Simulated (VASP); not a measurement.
Write the native input for VASP 6.6.1 that does the following.

| Item | Value |
| --- | --- |
| Task | single point |
| Functional | HSE06 |
| Potentials or basis | VASP PAW PBE potentials, release 64 (Ni) |
| Cutoff | 520 eV |
| k mesh | 8 × 8 × 8 |
| Occupations | fermi-dirac, width 0.05 eV |
| Spin | collinear spin, ferromagnetic start |
| Starting moments | [1.0] μB |
| Dipole correction | no |
| Grid for exact exchange (PRECFOCK) | Normal |
| Further INCAR settings | ALGO = Normal; EDIFF = 1e-06; NBANDS = 15 |
| Share of exact exchange | 0.25 |
| Screening parameter | 0.2079 1/Å |

Ni:

```
Ni
1.0
     0.00000    1.73757    1.73757
     1.73757    0.00000    1.73757
     1.73757    1.73757    0.00000
Ni
1
Direct
  0.00000 0.00000 0.00000
```

One way to write it, as run:

POSCAR

```
Ni
1.0
    0.0000000000      1.7375729330      1.7375729330
    1.7375729330      0.0000000000      1.7375729330
    1.7375729330      1.7375729330      0.0000000000
Ni
1
Direct
    0.0000000000      0.0000000000      0.0000000000
```

INCAR.step1

```
ALGO = Normal
EDIFF = 1E-5
ENCUT = 520
GGA = PE
ISIF = 2
ISMEAR = -1
ISPIN = 2
LASPH = True
LCHARG = False
LMAXMIX = 4
LORBIT = 11
LREAL = False
LWAVE = True
MAGMOM = 1
NBANDS = 15
NELM = 150
PREC = Accurate
SIGMA = 0.05
```

INCAR.step2

```
ALGO = Normal
EDIFF = 1E-6
ENCUT = 520
GGA = PE
HFSCREEN = 0.2079
ISIF = 2
ISMEAR = -1
ISPIN = 2
ISTART = 1
LASPH = True
LCHARG = False
LHFCALC = True
LMAXMIX = 4
LORBIT = 11
LREAL = False
LWAVE = False
MAGMOM = 1
NBANDS = 15
NELM = 150
PREC = Accurate
PRECFOCK = Normal
SIGMA = 0.05
```

KPOINTS

```
k-points
0
Gamma
  8 8 8
```

Potentials or basis: VASP PAW PBE potentials, release 64 (Ni).

Command:

```console
$ cat potpaw_PBE.64/Ni/POTCAR > POTCAR
$ cp INCAR.step1 INCAR
$ mpirun -np 1 vasp_std > vasp.out
$ cp INCAR.step2 INCAR
$ mpirun -np 1 vasp_std > vasp.out
```

Results of the run:

```
Pressure                                              : 4.1 GPa
Net moment                                            : 0.70 μB per cell
Site moments                                          : Ni +0.73 μB
Valence electrons inside the program's atomic spheres : Ni 9.42
```

Caveat: the k points lie up to 0.39 Å⁻¹ apart; the PAW data sets were made with another functional, which shifts forces and pressure a little.

Run time: 65 min on 1 thread of Intel(R) Xeon(R) Platinum 8259CL CPU @ 2.50GHz (Skylake/Cascade Lake), on a shared host, peak memory 0.24 GiB.
